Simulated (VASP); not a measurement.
# SnO2 (P4_2/mnm) in VASP: notebook

SnO2 is run at these levels: PBE; tasks: single point, relaxation of cell and atoms.

Everything below comes from runs of VASP 6.6.1. Logs are shortened: lines on timing, memory, paths and dates and some standing lists are left out, and cuts for length are marked.

**1. The cell of the first run**

It takes space group P4_2/mnm (No. 136, tetragonal). The conventional cell has a = 4.881 Å, b = 4.881 Å, c = 3.141 Å, α = 90.00°, β = 90.00°, γ = 90.00°. Sn (site symmetry mmm) has 6 O at 2.07 to 2.11 Å within 2.7 Å. O (site symmetry m2m) has 3 Sn at 2.07 to 2.11 Å and 1 O at 2.68 Å within 2.7 Å.

**2. Single point, PBE (uniaxial strain along c: -3.0 %, then relaxed in part)**

File INCAR:

```
  PREC = Accurate
  ENCUT = 520
  EDIFF = 1E-7
  ISMEAR = 0
  SIGMA = 0.02
  LREAL = False
  LASPH = True
  NELM = 80
  ALGO = Normal
  ISIF = 2
  LWAVE = False
  LCHARG = False
  GGA = PE
  NBANDS = 35
```

File KPOINTS:

```
regular mesh
0
Gamma
  6 6 8
```

File POSCAR:

```
SnO2
1.0
    4.8814225838      0.0000000000      0.0000000000
    0.0000000000      4.8814225838      0.0000000000
    0.0000000000      0.0000000000      3.1410076823
Sn O
2 4
Direct
    0.5000000000      0.5000000000      0.5000000000
    0.0000000000      0.0000000000      0.0000000000
    0.1942924238      0.8057075762      0.5000000000
    0.8057075762      0.1942924238      0.5000000000
    0.3057075762      0.3057075762      0.0000000000
    0.6942924238      0.6942924238      0.0000000000
```

Potentials or basis: VASP PAW PBE potentials, release 64 (Sn_d, O).

The run is started by

```sh
$ cat potpaw_PBE.64/Sn_d/POTCAR potpaw_PBE.64/O/POTCAR > POTCAR
$ mpirun -np 1 vasp_std > vasp.out
```

OUTCAR:

```text
PREC = Accurate
   ENCUT = 520
   EDIFF = 1E-7
   ISMEAR = 0
   LREAL = False
   LASPH = True
   NELM = 80
   ISIF = 2
   GGA = PE

 ion  position               nearest neighbor table
   1  0.500  0.500  0.500-   5 2.07   6 2.07   5 2.07   6 2.07   3 2.11   4 2.11
   2  0.000  0.000  0.000-   3 2.07   4 2.07   3 2.07   4 2.07   5 2.11   6 2.11
   3  0.194  0.806  0.500-   2 2.07   2 2.07   1 2.11
   4  0.806  0.194  0.500-   2 2.07   2 2.07   1 2.11
   5  0.306  0.306  0.000-   1 2.07   1 2.07   2 2.11
   6  0.694  0.694  0.000-   1 2.07   1 2.07   2 2.11

  LATTYP: Found a simple tetragonal cell.
 ALAT       =     4.8814225838
 C/A-ratio  =     0.6434615378

  Lattice vectors:

 A1 = (   4.8814225838,   0.0000000000,   0.0000000000)
 A2 = (   0.0000000000,   4.8814225838,   0.0000000000)
 A3 = (   0.0000000000,   0.0000000000,   3.1410076823)

Analysis of symmetry for initial positions (statically):
=====================================================================
 Subroutine PRICEL returns:
 Original cell was already a primitive cell.

 Routine SETGRP: Setting up the symmetry group for a
 simple tetragonal supercell.

 Subroutine GETGRP returns: Found 16 space group operations
 (whereof  8 operations were pure point group operations)
 out of a pool of 16 trial point group operations.

The static configuration has the point symmetry D_2h.
 The point group associated with its full space group is D_4h.

Analysis of symmetry for dynamics (positions and initial velocities):
=====================================================================
 Subroutine PRICEL returns:
 Original cell was already a primitive cell.

 Routine SETGRP: Setting up the symmetry group for a
 simple tetragonal supercell.

 Subroutine GETGRP returns: Found 16 space group operations
 (whereof  8 operations were pure point group operations)
 out of a pool of 16 trial point group operations.

The dynamic configuration has the point symmetry D_2h.
 The point group associated with its full space group is D_4h.

 Subroutine INISYM returns: Found 16 space group operations
 (whereof  8 operations are pure point group operations),
 and found     1 'primitive' translations

----------------------------------------------------------------------------------------

                                     Primitive cell

  volume of cell :      74.8448

  direct lattice vectors                    reciprocal lattice vectors
     4.881422584  0.000000000  0.000000000     0.204858314  0.000000000  0.000000000
     0.000000000  4.881422584  0.000000000     0.000000000  0.204858314  0.000000000
     0.000000000  0.000000000  3.141007682     0.000000000  0.000000000  0.318369167

  length of vectors
     4.881422584  4.881422584  3.141007682     0.204858314  0.204858314  0.318369167

  position of ions in fractional coordinates (direct lattice)
     0.500000000  0.500000000  0.500000000
     0.000000000  0.000000000  0.000000000
     0.194292424  0.805707576  0.500000000
     0.805707576  0.194292424  0.500000000
     0.305707576  0.305707576  0.000000000
     0.694292424  0.694292424  0.000000000

  ion indices of the primitive-cell ions
   primitive index   ion index
                 1           1
                 2           2
                 3           3
                 4           4
                 5           5
                 6           6

----------------------------------------------------------------------------------------

 KPOINTS: regular mesh

Automatic generation of k-mesh.
 Grid dimensions read from file:
 generate k-points for:    6    6    8

 Generating k-lattice:

  Cartesian coordinates                     Fractional coordinates (reciprocal lattice)
     0.034143052  0.000000000  0.000000000     0.166666667  0.000000000  0.000000000
     0.000000000  0.034143052  0.000000000     0.000000000  0.166666667  0.000000000
     0.000000000  0.000000000  0.039796146     0.000000000  0.000000000  0.125000000

  Length of vectors
     0.034143052  0.034143052  0.039796146

  Shift w.r.t. Gamma in fractional coordinates (k-lattice)
     0.000000000  0.000000000  0.000000000

 Subroutine IBZKPT returns following result:
 ===========================================

 Found     50 irreducible k-points:

 Following reciprocal coordinates:
            Coordinates               Weight
  0.000000  0.000000  0.000000      1.000000
  0.166667  0.000000  0.000000      4.000000
  0.333333  0.000000  0.000000      4.000000
  0.500000  0.000000  0.000000      2.000000
  0.166667  0.166667  0.000000      4.000000
  0.333333  0.166667  0.000000      8.000000
[... 16 lines left out ...]
  0.333333  0.000000  0.250000      8.000000
  0.500000  0.000000  0.250000      4.000000
 [... further k-points ...]
   k-points           NKPTS =     50   k-points in BZ     NKDIM =     50   number of bands    NBANDS=     35
   number of dos      NEDOS =    301   number of ions     NIONS =      6
   total plane-waves  NPLWV =  31104
   dimension x,y,z NGX =    36 NGY =   36 NGZ =   24
   dimension x,y,z NGXF=    72 NGYF=   72 NGZF=   48
   ions per type =               2   4
   NGX,Y,Z   is equivalent  to a cutoff of  12.26, 12.26, 12.70 a.u.
   NGXF,Y,Z  is equivalent  to a cutoff of  24.52, 24.52, 25.41 a.u.
 SYSTEM =  unknown system
   PREC   = accura    normal or accurate (medium, high low for compatibility)
   ISTART =      0    job   : 0-new  1-cont  2-samecut
   ICHARG =      2    charge: 1-file 2-atom 10-const
   ISPIN  =      1    spin polarized calculation?
   LNONCOLLINEAR =      F non collinear calculations
   LSORBIT =      F    spin-orbit coupling
   LASPH  =      T    aspherical Exc in radial PAW
   ENCUT  =  520.0 eV  38.22 Ry    6.18 a.u.   9.08  9.08  5.84*2*pi/ulx,y,z
   NELM   =     80;   NELMIN=  2; NELMDL= -5     # of ELM steps
   EDIFF  = 0.1E-06   stopping-criterion for ELM
   LREAL  =      F    real-space projection
   EDIFFG = 0.1E-05   stopping-criterion for IOM
   NSW    =      0    number of steps for IOM
   IBRION =     -1    ionic relax: 0-MD 1-quasi-New 2-CG
   NFREE  =      0    steps in history (QN), initial steepest desc. (CG)
   ISIF   =      2    stress and relaxation
   ISYM   =      2    0-nonsym 1-usesym 2-fastsym
   POTIM  = 0.5000    time-step for ionic-motion
   TEBEG  =    0.0;   TEEND  =   0.0 temperature during run
   PSTRESS=    0.0 pullay stress
   NELECT =      52.0000    total number of electrons
   NUPDOWN=      -1.0000    fix difference up-down
   EMIN   =  10.00;   EMAX   =-10.00  energy-range for DOS
   EFERMI =   0.00;   METHOD = LEGACY
   ISMEAR =     0;   SIGMA  =   0.02  broadening in eV -4-tet -1-fermi 0-gaus
   EFERMI_NEDOS =   21; number of points for ismear=-14 and -15
   IALGO  =     38    algorithm
   IMIX   =      4    mixing-type and parameters
     AMIX     =   0.40;   BMIX     =  1.00
     AMIX_MAG =   1.60;   BMIX_MAG =  1.00
  volume/ion in A,a.u.               =      12.47        84.18
  Fermi-wavevector in a.u.,A,eV,Ry     =   1.449958  2.740023 28.604581  2.102377
  Thomas-Fermi vector in A             =   2.567625
   LORBIT       =      0    0 simple, 1 ext, 2 COOP (PROOUT), +10 PAW based schemes
   GGA     = PE    functional components
   LHFCALC =     F    Hartree Fock is set to
   AEXX    =    0.0000 exact exchange contribution
   IVDW    =     0    specifies the selected vdW correction
   LEPSILON=     F    determine dielectric tensor
   LRPA    =     F    only Hartree local field effects (RPA)
 non-spin polarized calculation
 Gauss-broadening in eV      SIGMA  =   0.02
  energy-cutoff  :      520.00
  volume of cell :       74.84
 maximum number of plane-waves:      2040
   NGX = 19   NGY = 19   NGZ = 11

 number of electron      51.9999994 magnetization

 Free energy of the ion-electron system (eV)
  ---------------------------------------------------
  ext. energy  EPLUGINS =         0.00000000
  ---------------------------------------------------
  free energy    TOTEN  =       -37.23957158 eV

  energy without entropy =      -37.23957158  energy(sigma->0) =      -37.23957158

 E-fermi :   5.7346     XC(G=0): -11.0005

 val. band max:        5.6058356344   @ k =   0.0000   0.0000   0.0000
 cond. band min:       6.4982171539   @ k =   0.0000   0.0000   0.0000
 fundamental gap:      0.8923815195
 Fermi energy:         5.7345781320

 k-point     1 :       0.0000    0.0000    0.0000
  band No.  band energies     occupation
      1     -15.4749      2.00000
      2     -14.8444      2.00000
      3     -14.5524      2.00000
      4     -14.5176      2.00000
      5     -14.5176      2.00000
      6     -14.4202      2.00000
[... 27 lines left out ...]
     34      16.9569      0.00000
     35      17.7907      0.00000

 k-point     2 :       0.1667    0.0000    0.0000
  band No.  band energies     occupation
      1     -15.4387      2.00000
      2     -14.8854      2.00000
      3     -14.5505      2.00000
      4     -14.5162      2.00000
      5     -14.5162      2.00000
      6     -14.4500      2.00000
[... 27 lines left out ...]
     34      17.0334      0.00000
     35      17.8367      0.00000

 k-point     3 :       0.3333    0.0000    0.0000
  band No.  band energies     occupation
      1     -15.3345      2.00000
      2     -15.0092      2.00000
      3     -14.5441      2.00000
      4     -14.5134      2.00000
      5     -14.5132      2.00000
      6     -14.5004      2.00000
[... 27 lines left out ...]
     34      17.3946      0.00000
     35      17.8189      0.00000

 k-point     4 :       0.5000    0.0000    0.0000
  band No.  band energies     occupation
      1     -15.1789      2.00000
      2     -15.1789      2.00000
      3     -14.5302      2.00000
      4     -14.5302      2.00000
      5     -14.5118      2.00000
      6     -14.5118      2.00000
[... 27 lines left out ...]
     34      17.7169      0.00000
     35      18.1343      0.00000

 k-point     5 :       0.1667    0.1667    0.0000
  band No.  band energies     occupation
      1     -15.4099      2.00000
      2     -14.9279      2.00000
      3     -14.5482      2.00000
      4     -14.5180      2.00000
      5     -14.5131      2.00000
      6     -14.4712      2.00000
[... 638 lines left out ...]
 k-point    22 :       0.1667    0.0000    0.2500
  band No.  band energies     occupation
      1     -15.2110      2.00000
      2     -15.0170      2.00000
      3     -14.9278      2.00000
      4     -14.5920      2.00000
      5     -14.4462      2.00000
      6     -14.4271      2.00000
[... 27 lines left out ...]
     34      17.1591      0.00000
     35      17.5690      0.00000

 k-point    23 :       0.3333    0.0000    0.2500
  band No.  band energies     occupation
      1     -15.2103      2.00000
      2     -15.1029      2.00000
      3     -14.8265      2.00000
      4     -14.6286      2.00000
      5     -14.4440      2.00000
      6     -14.4324      2.00000
[... 27 lines left out ...]
     34      17.3809      0.00000
     35      17.7748      0.00000

 k-point    24 :       0.5000    0.0000    0.2500
  band No.  band energies     occupation
      1     -15.1747      2.00000
      2     -15.1747      2.00000
      3     -14.7145      2.00000
      4     -14.7145      2.00000
      5     -14.4393      2.00000
      6     -14.4393      2.00000
[... 27 lines left out ...]
     34      17.5019      0.00000
     35      18.0214      0.00000

 [... further k-points ...]

------------------------ aborting loop because EDIFF is reached ----------------------------------------

  FORCE on cell =-STRESS in cart. coord.  units (eV):
  Direction    XX          YY          ZZ          XY          YZ          ZX
  --------------------------------------------------------------------------------------
  -------------------------------------------------------------------------------------
  Total        0.2392353      0.2392353      4.7404669      0.0000000      0.0000000      0.0000000
  in kB        5.1212275      5.1212275    101.4775306      0.0000000      0.0000000      0.0000000
  external PRESSURE =      37.2399952 kB  Pullay stress =       0.0000000 kB

 VOLUME and BASIS-vectors are now :
 -----------------------------------------------------------------------------
  energy-cutoff  :      520.00
  volume of cell :       74.84
      direct lattice vectors                 reciprocal lattice vectors
     4.881422584  0.000000000  0.000000000     0.204858314  0.000000000  0.000000000
     0.000000000  4.881422584  0.000000000     0.000000000  0.204858314  0.000000000
     0.000000000  0.000000000  3.141007682     0.000000000  0.000000000  0.318369167

 POSITION                                       TOTAL-FORCE (eV/Angst)
 -----------------------------------------------------------------------------------
      2.44071      2.44071      1.57050         0.000000     -0.000000      0.000000
      0.00000      0.00000      0.00000         0.000000     -0.000000      0.000000
      0.94842      3.93300      1.57050         0.019640     -0.019640      0.000000
      3.93300      0.94842      1.57050        -0.019640      0.019640      0.000000
      1.49229      1.49229      0.00000        -0.019640     -0.019640      0.000000
      3.38913      3.38913      0.00000         0.019640      0.019640      0.000000
 -----------------------------------------------------------------------------------
    total drift:                                0.000000      0.000000      0.000000

  FREE ENERGIE OF THE ION-ELECTRON SYSTEM (eV)
  ---------------------------------------------------
  free  energy   TOTEN  =       -37.2395715752 eV

  energy  without entropy=      -37.2395715752  energy(sigma->0) =      -37.23957158
```

It took 61 s on 1 thread of AMD EPYC 9R45 (Zen 5), shared host; peak memory 0.21 GiB.

Results:

- Free energy: -37.2396 eV
- Pressure: 3.7 GPa
- Largest force: 0.028 eV/Å
- Band gap on the k mesh: 0.89 eV

Forces in eV/Å, atoms in the order of the input:
```
Sn   0.000  0.000  0.000
Sn   0.000  0.000  0.000
O    0.020 -0.020  0.000
O   -0.020  0.020  0.000
O   -0.020 -0.020  0.000
O    0.020  0.020  0.000
```

Caveat: the cell differs from its parent crystal (uniaxial strain along c: -3.0 %, then relaxed in part); the cell stands under pressure; spin-orbit coupling is left out, which moves the levels of the heavy elements.

**3. Single point, PBE**

This run uses another cell than the first one, of 12.58 Å³/atom.

File INCAR:

```
PREC = Accurate
ENCUT = 520
EDIFF = 1E-6
ISMEAR = 0
SIGMA = 0.02
LREAL = False
LASPH = True
NELM = 80
ALGO = Normal
ISIF = 2
LWAVE = False
LCHARG = False
GGA = PE
NBANDS = 35
```

KPOINTS is that of step 2.

File POSCAR:

```
SnO2
1.0
    4.8271903507      0.0000000000      0.0000000000
    0.0000000000      4.8271903507      0.0000000000
    0.0000000000      0.0000000000      3.2381522498
Sn O
2 4
Direct
    0.5000000000      0.5000000000      0.5000000000
    0.0000000000      0.0000000000      0.0000000000
    0.1934234765      0.8065765235      0.5000000000
    0.8065765235      0.1934234765      0.5000000000
    0.3065765235      0.3065765235      0.0000000000
    0.6934234765      0.6934234765      0.0000000000
```

Potentials or basis: VASP PAW PBE potentials, release 64 (Sn_d, O).

The run is started by

```sh
$ cat potpaw_PBE.64/Sn_d/POTCAR potpaw_PBE.64/O/POTCAR > POTCAR
$ mpirun -np 1 vasp_std > vasp.out
```

Wall time 61 s (1 thread of AMD EPYC 9R45 (Zen 5), shared host); peak memory 0.21 GiB.

It converged, with:

* Free energy: -37.3110 eV
* Pressure: 0.6 GPa
* Largest force: 0.017 eV/Å
* Band gap on the k mesh: 0.67 eV

Forces on the atoms (eV/Å):
```
Sn   0.000  0.000  0.000
Sn   0.000  0.000  0.000
O    0.012 -0.012  0.000
O   -0.012  0.012  0.000
O   -0.012 -0.012  0.000
O    0.012  0.012  0.000
```

Stress tensor (GPa, compression positive):
```
0.53 0.00 0.00
0.00 0.53 0.00
0.00 0.00 0.82
```

Levels at points of the mesh, in eV from the valence-band top:
```tsv
k point	band 22	band 23	band 24	band 25	band 26	band 27	band 28	band 29	band 30	band 31
(0.00, 0.00, 0.00)	-1.26	-1.26	-0.74	-0.74	0.00	0.67	5.69	6.06	6.06	10.12
(0.50, 0.00, 0.00)	-1.90	-1.21	-1.21	-0.61	-0.61	3.88	3.88	6.81	6.81	10.40
(0.50, 0.50, 0.00)	-1.87	-1.33	-1.33	-0.85	-0.85	4.27	4.27	7.15	7.15	10.48
(0.00, 0.00, 0.50)	-2.58	-1.53	-1.53	-1.18	-1.18	5.59	5.59	9.36	9.36	10.31
(0.50, 0.00, 0.50)	-1.66	-1.02	-1.02	-0.75	-0.75	5.85	5.85	7.61	7.61	10.57
(0.50, 0.50, 0.50)	-2.43	-0.92	-0.92	-0.78	-0.78	4.35	4.35	8.61	8.61	10.57
```

Caveat: spin-orbit coupling is left out, which moves the levels of the heavy elements.

**4. Single point, PBE**

This run uses another cell than the first one, of 12.58 Å³/atom.

File INCAR:

```
SYSTEM = SnO2
PREC     = Accurate       ! precision mode
ENCUT    = 520            ! plane-wave cutoff, eV
EDIFF    = 1E-7           ! SCF threshold, eV
ISMEAR   = 0              ! smearing method
SIGMA    = 0.02           ! smearing width, eV
LREAL    = .FALSE.        ! projectors in reciprocal space
LASPH    = .TRUE.         ! aspherical terms in the spheres
NELM     = 100            ! most SCF steps
ALGO     = Normal         ! electronic algorithm
ISIF     = 2              ! what is computed and relaxed
LWAVE    = .FALSE.        ! write WAVECAR
LCHARG   = .FALSE.        ! write CHGCAR
GGA      = PE             ! functional
NBANDS   = 35             ! bands
```

File KPOINTS:

```
regular mesh
0
G
  6 6 8
  0 0 0
```

POSCAR is that of step 3.

The run is started by

```sh
$ cat potpaw_PBE.64/Sn_d/POTCAR potpaw_PBE.64/O/POTCAR > POTCAR
$ mpirun -np 1 vasp_std > vasp.out
```

It took 72 s on 1 thread of AMD EPYC 9R45 (Zen 5), shared host; peak memory 0.21 GiB.

The run converged. Its results:

- Free energy: -37.3110 eV
- Pressure: 0.6 GPa
- Largest force: 0.017 eV/Å
- Band gap on the k mesh: 0.67 eV

Forces in eV/Å, atoms in the order of the input:
```
Sn   0.000  0.000  0.000
Sn   0.000  0.000  0.000
O    0.012 -0.012  0.000
O   -0.012  0.012  0.000
O   -0.012 -0.012  0.000
O    0.012  0.012  0.000
```

Stress tensor (GPa, compression positive):
```
0.52 0.00 0.00
0.00 0.52 0.00
0.00 0.00 0.81
```

Levels at points of the mesh, in eV from the valence-band top:
```
           k point  band 24  band 25  band 26  band 27  band 28  band 29
(0.00, 0.00, 0.00)    -0.74    -0.74     0.00     0.67     5.69     6.06
(0.50, 0.00, 0.00)    -1.21    -0.61    -0.61     3.88     3.88     6.81
(0.50, 0.50, 0.00)    -1.33    -0.85    -0.85     4.27     4.27     7.15
(0.00, 0.00, 0.50)    -1.53    -1.18    -1.18     5.59     5.59     9.36
(0.50, 0.00, 0.50)    -1.02    -0.75    -0.75     5.85     5.85     7.61
(0.50, 0.50, 0.50)    -0.92    -0.78    -0.78     4.35     4.35     8.61
```

Caveat: spin-orbit coupling is left out, which moves the levels of the heavy elements.

(Continued in part 2 of 2.)
